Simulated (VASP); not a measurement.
**SnTe (m): single point with PBE**

SnTe (m):

```xyz
4
Lattice="4.4647 0.0000 0.0000 0.0000 4.4647 0.0000 0.0000 0.0000 6.5266" Properties=species:S:1:pos:R:3 pbc="T T T"
Sn    0.0000    0.0000    0.0000
Sn    2.2324    2.2324    3.2633
Te    2.2324    2.2324    0.0000
Te    0.0000    0.0000    3.2633
```

| Quantity | Value |
| --- | --- |
| Program | VASP 6.6.1 |
| Task | single point |
| Functional | PBE |
| Potentials or basis | VASP PAW PBE potentials, release 64 (Sn_d, Te) |
| Cutoff | 520 eV |
| k mesh | 10 × 10 × 8 |
| Occupations | gaussian, width 0.1 eV |
| Spin | no spin polarisation |

The pressure is 0.6 GPa and the band gap on the k mesh is 0.04 eV.

Stress tensor (GPa, compression positive):
```
 1.83  0.00  0.00
 0.00  1.83  0.00
 0.00  0.00 -1.82
```

Levels at points of the mesh, in eV from the valence-band top:
| k point | band 17 | band 18 | band 19 | band 20 | band 21 | band 22 | band 23 | band 24 |
| --- | --- | --- | --- | --- | --- | --- | --- | --- |
| (0.00, 0.00, 0.00) | -3.51 | -2.15 | -2.15 | -1.81 | 2.38 | 2.77 | 3.53 | 3.53 |
| (0.50, 0.00, 0.00) | -1.82 | -1.82 | -0.79 | -0.79 | 0.91 | 0.91 | 1.09 | 1.09 |
| (0.50, 0.50, 0.00) | -3.76 | -3.76 | -3.40 | -3.40 | 2.30 | 2.30 | 4.29 | 4.29 |
| (0.00, 0.00, 0.50) | -2.92 | -2.92 | -2.18 | -2.18 | 1.90 | 1.90 | 3.14 | 3.14 |
| (0.50, 0.00, 0.50) | -1.67 | -1.67 | 0.00 | 0.00 | 0.04 | 0.04 | 0.41 | 0.41 |
| (0.50, 0.50, 0.50) | -4.68 | -4.68 | -0.98 | -0.98 | 0.74 | 0.74 | 4.57 | 4.57 |

It took 6.1 min on 1 thread of AMD EPYC 7R43 64-Core Processor (Zen 3), with other jobs on the host, peak memory 0.45 GiB.

Caveat: spin-orbit coupling is left out, which moves the levels of the heavy elements. A k mesh can miss the band edges.
